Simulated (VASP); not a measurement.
**SnO: single point with PBE**

The system is SnO.

```
Sn O
1.0
     3.81370    0.00000    0.00000
     0.00000    3.81370    0.00000
     0.00000    0.00000    4.88691
Sn O
2 2
Direct
  0.00000 0.50000 0.23537
  0.50000 0.00000 0.76463
  0.50000 0.50000 0.00000
  0.00000 0.00000 0.00000
```

```yaml
Program: VASP 6.6.1
Task: single point
Functional: PBE
Potentials_or_basis: VASP PAW PBE potentials, release 64 (Sn_d, O)
Cutoff: 520 eV
k_mesh: 6 × 6 × 4
Occupations: gaussian, width 0.1 eV
Spin: no spin polarisation
```

```yaml
Pressure: 3.8 GPa
Largest_force: 0.462 eV/Å
Band_gap_on_the_k_mesh: 0.16 eV, indirect (least direct gap 2.03 eV)
```

Forces in eV/Å, atoms in the order of the input:
```
Sn   0.000  0.000  0.462
Sn   0.000  0.000 -0.462
O    0.000  0.000  0.000
O    0.000  0.000  0.000
```

Stress tensor (GPa, compression positive):
```
4.11 0.00 0.00
0.00 4.11 0.00
0.00 0.00 3.25
```

Levels at points of the mesh, in eV from the valence-band top:
```csv
k point,band 16,band 17,band 18,band 19,band 20,band 21,band 22,band 23,band 24,band 25
"(0.00, 0.00, 0.00)",-6.25,-3.47,-3.18,-3.18,0.00,2.05,4.27,4.74,4.74,5.67
"(0.50, 0.00, 0.00)",-4.99,-4.84,-4.84,-2.66,-2.66,3.14,3.14,5.92,5.92,5.93
"(0.50, 0.50, 0.00)",-5.12,-2.52,-2.52,-1.87,-1.87,0.16,0.16,4.47,4.47,7.14
"(0.00, 0.00, 0.50)",-3.53,-3.20,-3.19,-3.19,-2.21,1.68,3.04,3.04,3.70,7.84
"(0.50, 0.00, 0.50)",-5.44,-4.80,-4.80,-1.73,-1.73,2.54,2.54,5.47,5.47,6.61
"(0.50, 0.50, 0.50)",-5.55,-2.62,-2.62,-2.52,-2.52,2.38,2.38,3.96,3.96,5.57
```

It took 31 s on 1 thread of Intel(R) Xeon(R) 6975P-C (Granite Rapids), on a shared host, peak memory 0.19 GiB.

Caveat: spin-orbit coupling is left out, which moves the levels of the heavy elements. A k mesh can miss the band edges.
